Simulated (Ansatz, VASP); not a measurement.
# Al5Rh in VASP and in Ansatz

```
Al Rh
1.0
     5.21024    0.00000    0.00000
    -2.60512    4.51220    0.00000
     0.00000    0.00000    7.40355
Al Rh
5 1
Cartesian
  0.0000 0.0000 1.3484
  0.0000 0.0000 6.0552
  2.6051 0.0000 0.0000
  -1.3026 2.2561 0.0000
  1.3026 2.2561 0.0000
  0.0000 0.0000 3.7018
```

Alike in both runs: functional PBE; k mesh 12 × 12 × 6; occupations gaussian, width 0.1 eV; collinear spin.

Ansatz relaxed the structure, and its values are those at the end. VASP's run is a single point on that final structure, the one shown.

```csv
,VASP,Ansatz
version,VASP 6.6.1,Ansatz 0.2.0
potentials or method,"VASP PAW PBE potentials, release 64 (Al, Rh_pv), cutoff 520 eV","scalar-relativistic, plane waves, PAW"
valence electrons in the cell,30,32
```

Ansatz gave:

```
gap on the k mesh at the Fermi level (eV)                     : none
pressure (GPa)                                                : 0.0
rms of the force components (eV/Å)                            : 0.001
net moment per atom (μB)                                      : 0.21
size of the moment on the site where the two differ most (μB) : 0.75
```

Problem. Estimate VASP's values.

Solution. gap on the k mesh at the Fermi level (eV): none; pressure (GPa): 0.0; rms of the force components (eV/Å): 0.006; net moment per atom (μB): 0.21; size of the moment on the site where the two differ most (μB): 0.92.

Site moments also hang on the region over which each program counts them. A gap of «none» marks a metal or a gap that the smearing closes. With one functional, cell and mesh, what is left measures potentials, basis and numerics. VASP's potentials hold 30 valence electrons a cell and Ansatz's 32, so a difference there can come from the potentials and not from the codes.
